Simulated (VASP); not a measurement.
# GeS (Pnma) in VASP: single point with SCAN

Aim: the single point of GeS with SCAN.

Everything below comes from runs of VASP 6.6.1. Logs are shortened: lines on timing, memory, paths and dates and some standing lists are left out, and cuts for length are marked.

**1. The cell of the first run**

It takes space group Pnma (No. 62, orthorhombic). Conventional cell: a = 10.481 Å, b = 3.646 Å, c = 4.299 Å, α = 90.00°, β = 90.00°, γ = 90.00°. Within 3.4 Å of Ge (site symmetry m) lie 6 S at 2.44 to 3.28 Å and 2 Ge at 3.33 Å. S (site symmetry m) has 6 Ge at 2.44 to 3.28 Å within 3.3 Å.

**2. Single point, SCAN**

INCAR

```
  ALGO = Normal
  EDIFF = 1E-6
  EFERMI = MIDGAP
  ENCUT = 550
  GGA_COMPAT = False
  ISIF = 2
  ISMEAR = 0
  KPAR = 4
  LASPH = True
  LCHARG = False
  LMIXTAU = True
  LREAL = False
  LWAVE = False
  METAGGA = SCAN
  NELM = 120
  PREC = Accurate
  SIGMA = 0.03
```

KPOINTS

```
k-points
0
Gamma
  3 7 6
```

POSCAR

```
GeS
1.0
   10.4810000000      0.0000000000      0.0000000000
    0.0000000000      3.6460000000      0.0000000000
    0.0000000000      0.0000000000      4.2990000000
Ge S
4 4
Direct
    0.8779000000      0.7500000000      0.8723000000
    0.6221000000      0.2500000000      0.3723000000
    0.3779000000      0.7500000000      0.6277000000
    0.1221000000      0.2500000000      0.1277000000
    0.1505000000      0.7500000000      0.4977000000
    0.3495000000      0.2500000000      0.9977000000
    0.6505000000      0.7500000000      0.0023000000
    0.8495000000      0.2500000000      0.5023000000
```

Potentials or basis: VASP PAW PBE potentials, release 64 (Ge_d, S).

The run is started by

```console
$ cat potpaw_PBE.64/Ge_d/POTCAR potpaw_PBE.64/S/POTCAR > POTCAR
$ mpirun -np 4 vasp_std > vasp.out
```

OUTCAR:

```text
EDIFF = 1E-6
   EFERMI = MIDGAP
   ENCUT = 550
   ISIF = 2
   ISMEAR = 0
   LASPH = True
   LREAL = False
   METAGGA = SCAN
   NELM = 120
   PREC = Accurate

 Found     32 irreducible k-points:

 Following reciprocal coordinates:
            Coordinates               Weight
  0.000000  0.000000  0.000000      1.000000
  0.333333  0.000000  0.000000      2.000000
  0.000000  0.142857  0.000000      2.000000
  0.333333  0.142857  0.000000      4.000000
  0.000000  0.285714  0.000000      2.000000
  0.333333  0.285714  0.000000      4.000000
   k-points           NKPTS =     32   k-points in BZ     NKDIM =     32   number of bands    NBANDS=     48
   number of dos      NEDOS =    301   number of ions     NIONS =      8
   total plane-waves  NPLWV =  80640
   dimension x,y,z NGX =    80 NGY =   28 NGZ =   36
   dimension x,y,z NGXF=   160 NGYF=   56 NGZF=   72
   ions per type =               4   4
   NGX,Y,Z   is equivalent  to a cutoff of  12.69, 12.77, 13.92 a.u.
   NGXF,Y,Z  is equivalent  to a cutoff of  25.38, 25.53, 27.84 a.u.
 SYSTEM =  unknown system
   PREC   = accura    normal or accurate (medium, high low for compatibility)
   ISTART =      0    job   : 0-new  1-cont  2-samecut
   ICHARG =      2    charge: 1-file 2-atom 10-const
   ISPIN  =      1    spin polarized calculation?
   LNONCOLLINEAR =      F non collinear calculations
   LSORBIT =      F    spin-orbit coupling
   LASPH  =      T    aspherical Exc in radial PAW
   ENCUT  =  550.0 eV  40.42 Ry    6.36 a.u.  20.04  6.97  8.22*2*pi/ulx,y,z
   NELM   =    120;   NELMIN=  2; NELMDL= -5     # of ELM steps
   EDIFF  = 0.1E-05   stopping-criterion for ELM
   LREAL  =      F    real-space projection
   EDIFFG = 0.1E-04   stopping-criterion for IOM
   NSW    =      0    number of steps for IOM
   IBRION =     -1    ionic relax: 0-MD 1-quasi-New 2-CG
   NFREE  =      0    steps in history (QN), initial steepest desc. (CG)
   ISIF   =      2    stress and relaxation
   ISYM   =      2    0-nonsym 1-usesym 2-fastsym
   POTIM  = 0.5000    time-step for ionic-motion
   TEBEG  =    0.0;   TEEND  =   0.0 temperature during run

   SCALEE = 1.0000    scale energy and forces
   PSTRESS=    0.0 pullay stress
   NELECT =      80.0000    total number of electrons
   NUPDOWN=      -1.0000    fix difference up-down
   EMIN   =  10.00;   EMAX   =-10.00  energy-range for DOS
   EFERMI =   0.00;   METHOD = MIDGAP
   ISMEAR =     0;   SIGMA  =   0.03  broadening in eV -4-tet -1-fermi 0-gaus
   EFERMI_NEDOS =   21; number of points for ismear=-14 and -15
   IALGO  =     38    algorithm
   IMIX   =      4    mixing-type and parameters
     AMIX     =   0.40;   BMIX     =  1.00
     AMIX_MAG =   1.60;   BMIX_MAG =  1.00
  volume/ion in A,a.u.               =      20.54       138.58
  Fermi-wavevector in a.u.,A,eV,Ry     =   1.287980  2.433930 22.570613  1.658893
  Thomas-Fermi vector in A             =   2.419962
   LORBIT       =      0    0 simple, 1 ext, 2 COOP (PROOUT), +10 PAW based schemes
   METAGGA = SCAN    functional components
   LHFCALC =     F    Hartree Fock is set to
   AEXX    =    0.0000 exact exchange contribution
   IVDW    =     0    specifies the selected vdW correction
   LEPSILON=     F    determine dielectric tensor
   LRPA    =     F    only Hartree local field effects (RPA)

   CSHIFT  =0.1000    complex shift for real part using Kramers Kronig

   OMEGAMAX=  -1.0    maximum frequency
 non-spin polarized calculation
 Gauss-broadening in eV      SIGMA  =   0.03
  energy-cutoff  :      550.00
  volume of cell :      164.28
 maximum number of plane-waves:      4844
   NGX = 41   NGY = 13   NGZ = 17

 number of electron      80.0000004 magnetization

 Free energy of the ion-electron system (eV)
  ---------------------------------------------------
  ext. energy  EPLUGINS =         0.00000000
  ---------------------------------------------------
  free energy    TOTEN  =      -116.76143580 eV

  energy without entropy =     -116.76143580  energy(sigma->0) =     -116.76143580

 E-fermi :   5.3969     XC(G=0): -10.7911

 val. band max:        4.7580660482   @ k =   0.0000   0.0000   0.0000
 cond. band min:       6.0357430937   @ k =   0.0000   0.0000   0.0000
 fundamental gap:      1.2776770455
 Fermi energy:         5.3969045709

 k-point     1 :       0.0000    0.0000    0.0000
  band No.  band energies     occupation
      1     -20.2848      2.00000
      2     -20.2793      2.00000
      3     -20.2744      2.00000
      4     -20.2709      2.00000
      5     -20.2705      2.00000
      6     -20.2693      2.00000
[... 40 lines left out ...]
     47       8.8782      0.00000
     48       9.6542      0.00000

 k-point     2 :       0.3333    0.0000    0.0000
  band No.  band energies     occupation
      1     -20.2837      2.00000
      2     -20.2811      2.00000
      3     -20.2729      2.00000
      4     -20.2712      2.00000
      5     -20.2707      2.00000
      6     -20.2699      2.00000
[... 40 lines left out ...]
     47       9.0053      0.00000
     48       9.3525      0.00000

 k-point     3 :       0.0000    0.1429    0.0000
  band No.  band energies     occupation
      1     -20.2822      2.00000
      2     -20.2782      2.00000
      3     -20.2727      2.00000
      4     -20.2719      2.00000
      5     -20.2709      2.00000
      6     -20.2684      2.00000
[... 40 lines left out ...]
     47       8.9440      0.00000
     48       9.4386      0.00000

 k-point     4 :       0.3333    0.1429    0.0000
  band No.  band energies     occupation
      1     -20.2813      2.00000
      2     -20.2794      2.00000
      3     -20.2725      2.00000
      4     -20.2720      2.00000
      5     -20.2703      2.00000
      6     -20.2689      2.00000
[... 40 lines left out ...]
     47       8.7954      0.00000
     48       9.1249      0.00000

 k-point     5 :       0.0000    0.2857    0.0000
  band No.  band energies     occupation
      1     -20.2784      2.00000
      2     -20.2781      2.00000
      3     -20.2760      2.00000
      4     -20.2753      2.00000
      5     -20.2686      2.00000
      6     -20.2661      2.00000
[... 40 lines left out ...]
     47       8.7356      0.00000
     48       8.9311      0.00000

 k-point     6 :       0.3333    0.2857    0.0000
  band No.  band energies     occupation
      1     -20.2785      2.00000
      2     -20.2783      2.00000
      3     -20.2756      2.00000
      4     -20.2753      2.00000
      5     -20.2684      2.00000
      6     -20.2675      2.00000
[... 40 lines left out ...]
     47       8.4798      0.00000
     48       9.1889      0.00000

 [... further k-points ...]

------------------------ aborting loop because EDIFF is reached ----------------------------------------

  FORCE on cell =-STRESS in cart. coord.  units (eV):
  Direction    XX          YY          ZZ          XY          YZ          ZX
  --------------------------------------------------------------------------------------
  -------------------------------------------------------------------------------------
  Total        0.6318438      0.4703690      1.2015616      0.0000000      0.0000000      0.0000000
  in kB        6.1621671      4.5873558     11.7184395      0.0000000      0.0000000      0.0000000
  external PRESSURE =       7.4893208 kB  Pullay stress =       0.0000000 kB

 VOLUME and BASIS-vectors are now :
 -----------------------------------------------------------------------------
  energy-cutoff  :      550.00
  volume of cell :      164.28
      direct lattice vectors                 reciprocal lattice vectors
    10.481000000  0.000000000  0.000000000     0.095410743  0.000000000  0.000000000
     0.000000000  3.646000000  0.000000000     0.000000000  0.274273176  0.000000000
     0.000000000  0.000000000  4.299000000     0.000000000  0.000000000  0.232612235

 POSITION                                       TOTAL-FORCE (eV/Angst)
 -----------------------------------------------------------------------------------
      9.20127      2.73450      3.75002        -0.089314      0.000000     -0.032722
      6.52023      0.91150      1.60052         0.089314      0.000000     -0.032722
      3.96077      2.73450      2.69848        -0.089314      0.000000      0.032722
      1.27973      0.91150      0.54898         0.089314     -0.000000      0.032722
      1.57739      2.73450      2.13961         0.040912     -0.000000     -0.056198
      3.66311      0.91150      4.28911        -0.040912     -0.000000     -0.056198
      6.81789      2.73450      0.00989         0.040912     -0.000000      0.056198
      8.90361      0.91150      2.15939        -0.040912     -0.000000      0.056198
 -----------------------------------------------------------------------------------
    total drift:                               -0.000000     -0.000000     -0.000000

  FREE ENERGIE OF THE ION-ELECTRON SYSTEM (eV)
  ---------------------------------------------------
  free  energy   TOTEN  =      -116.7614358033 eV

  energy  without entropy=     -116.7614358033  energy(sigma->0) =     -116.76143580
```

stdout:

```text
POSCAR found type information on POSCAR GeS
 POSCAR found :  2 types and       8 ions
 scaLAPACK will be used
 -----------------------------------------------------------------------------
|                                                                             |
|                                                                             |
|     You enforced a specific xc type in the INCAR file but a different       |
|     I HOPE YOU KNOW WHAT YOU ARE DOING!                                     |
|                                                                             |
 -----------------------------------------------------------------------------

 LDA part: xc-table for (None), standard interpolation
 POSCAR, INCAR and KPOINTS ok, starting setup
 FFT: planning ... GRIDC
 FFT: planning ... GRID_SOFT
 FFT: planning ... GRID
 WAVECAR not read
 entering main loop
```

It took 2.6 min on 4 MPI ranks of Intel Xeon 6975P-C (Granite Rapids), shared host; peak memory 0.43 GiB.

What came out:

```
Free energy            : -116.7614 eV
Pressure               : 0.7 GPa
Largest force          : 0.095 eV/Å
Band gap on the k mesh : 1.28 eV
```

Forces in eV/Å, atoms in the order of the input:
```
Ge  -0.089  0.000 -0.033
Ge   0.089  0.000 -0.033
Ge  -0.089  0.000  0.033
Ge   0.089  0.000  0.033
S    0.041  0.000 -0.056
S   -0.041  0.000 -0.056
S    0.041  0.000  0.056
S   -0.041  0.000  0.056
```

Stress tensor (GPa, compression positive):
```
0.62 0.00 0.00
0.00 0.46 0.00
0.00 0.00 1.17
```

Caveat: the PAW data sets were made with another functional, which shifts forces and pressure a little. A k mesh can miss the band edges.
